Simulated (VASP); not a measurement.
A run of VASP 6.6.1:

The input INCAR:

```
ALGO     = Normal         # electronic algorithm
EDIFF    = 1E-7           # SCF threshold, eV
ENCUT    = 520            # plane-wave cutoff, eV
GGA      = PE             # functional
ISIF     = 2              # what is computed and relaxed
ISMEAR   = 0              # smearing method
IVDW     = 12             # dispersion correction
LASPH    = True           # aspherical terms in the spheres
LCHARG   = True           # write CHGCAR
LELF     = True           # ELF
LREAL    = False          # projectors in reciprocal space
LVHAR    = True         
LWAVE    = False          # write WAVECAR
NBANDS   = 35             # bands
NELM     = 60             # most SCF steps
PREC     = Accurate       # precision mode
SIGMA    = 0.05           # smearing width, eV
```

KPOINTS

```
k-points
0
Gamma
  12 12 4
```

POSCAR

```
MoS2
1.0
    3.1021108587      0.0000000000      0.0000000000
   -1.5510554294      2.6865068090      0.0000000000
    0.0000000000      0.0000000000     11.7280312675
Mo S
2 4
Direct
    0.3333333333      0.6666666667      0.2500000000
    0.6666666667      0.3333333333      0.7500000000
    0.3333333333      0.6666666667      0.6204905688
    0.6666666667      0.3333333333      0.1204905688
    0.3333333333      0.6666666667      0.8795094312
    0.6666666667      0.3333333333      0.3795094312
```

Potentials or basis: VASP PAW PBE potentials, release 64 (Mo_sv, S).

Run with:

```console
$ cat potpaw_PBE.64/Mo_sv/POTCAR potpaw_PBE.64/S/POTCAR > POTCAR
$ mpirun -np 1 vasp_std > vasp.out
```

Hardware: 1 thread of Intel Xeon 8259CL, with other jobs on the host.

How long does it take, and how much memory?

Run time: 4.2 min on 1 thread of Intel Xeon 8259CL, on a shared host, peak memory 0.32 GiB. Counts: scf iterations 17, k points 57.
